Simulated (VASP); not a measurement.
Crystal: SiC.

```
Si C
1.0
     0.00000    2.13452    2.13452
     2.13452    0.00000    2.13452
     2.13452    2.13452    0.00000
Si C
1 1
Cartesian
  0.0000 0.0000 0.0000
  3.2018 3.2018 3.2018
```

Base run:

| Property | Result |
| --- | --- |
| Program | VASP 6.6.1 |
| Functional | r2SCAN |
| Potentials or basis | VASP PAW PBE potentials, release 64 (Si, C) |
| Cutoff | 660 eV |
| k mesh | 10 × 10 × 10 |
| Occupations | fermi-dirac, width 0.05 eV |
| Spin | no spin polarisation |

Its results: band gap on the k mesh 1.68 eV (least direct gap 5.14 eV); pressure 15.0 GPa.

The run is repeated on the same cell with these changes: functional from r2SCAN to BLYP; cutoff from 660 eV to 600 eV. What comes out?

Band gap on the k mesh 1.66 eV (least direct gap 4.91 eV); pressure 24.2 GPa.

Caveats: the cell stands under pressure; the PAW data sets were made with another functional, which shifts forces and pressure a little.

A k mesh can miss the band edges.
